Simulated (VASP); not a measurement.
A run of VASP 6.6.1:

The input INCAR:

```
SYSTEM = TiSiTe3
ALGO = Normal
EDIFF = 1E-6
ENCUT = 520
GGA = PE
ISIF = 2
ISMEAR = 0
LASPH = .True.
LCHARG = .False.
LREAL = .False.
LWAVE = .False.
NBANDS = 25
NELM = 80
PREC = Accurate
SIGMA = 0.1
```

The input KPOINTS:

```
k-points
0
Gamma
  8 8 8
  0 0 0
```

POSCAR

```
TiSiTe3
1.0
    5.3070831343      0.0000000000      0.0000000000
    0.0000000000      5.3070831343      0.0000000000
    0.0000000000      0.0000000000      5.3070831343
Ti Si Te
1 1 3
Direct
    0.5000000000      0.5000000000      0.5000000000
    0.0000000000      0.0000000000      0.0000000000
    0.0000000000      0.5000000000      0.5000000000
    0.5000000000      0.5000000000      0.0000000000
    0.5000000000      0.0000000000      0.5000000000
```

Potentials or basis: VASP PAW PBE potentials, release 64 (Ti_sv, Si, Te).

Command:

```bash
$ cat potpaw_PBE.64/Ti_sv/POTCAR potpaw_PBE.64/Si/POTCAR potpaw_PBE.64/Te/POTCAR > POTCAR
$ mpirun -np 1 vasp_std > vasp.out
```

Hardware: 1 thread of AMD EPYC 9R45 96-Core Processor (Zen 5), with other jobs on the host.

Problem. How long does it take, and how much memory?

Solution. Run time: 65 s on 1 thread of AMD EPYC 9R45 96-Core Processor (Zen 5), on a shared host, peak memory 0.29 GiB. Counts: scf iterations 16, k points 35.
